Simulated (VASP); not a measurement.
Rh, 1 atom in the cell. Symmetry: Im-3m, No. 229, cubic system. The conventional cell has a = 2.538 Å, b = 2.538 Å, c = 2.538 Å, α = 90.00°, β = 90.00°, γ = 90.00°. Within 2.9 Å of Rh (site symmetry m-3m) lie 14 Rh at 2.20 to 2.54 Å. 

| Quantity | Value |
| --- | --- |
| Program | VASP 6.6.1 |
| Task | single point |
| Functional | PBEsol |
| Potentials or basis | VASP PAW PBE potentials, release 64 (Rh_pv) |
| Cutoff | 520 eV |
| k mesh | 21 × 21 × 21 |
| Occupations | fermi-dirac, width 0.1 eV |
| Spin | no spin polarisation |
| Dipole correction | no |
| Further INCAR settings | ALGO = Normal; EDIFF = 1e-06; NBANDS = 14 |

Potentials or basis: VASP PAW PBE potentials, release 64 (Rh_pv).

Command:

```console
$ cat potpaw_PBE.64/Rh_pv/POTCAR > POTCAR
$ mpirun -np 1 vasp_std > vasp.out
```

Hardware: 1 thread of Intel Xeon 8259CL, on a shared host.

How long does it take, and how much memory?

It took 27 s on 1 thread of Intel Xeon 8259CL (shared host), peak memory 0.14 GiB. Counts: scf iterations 12, k points 286.
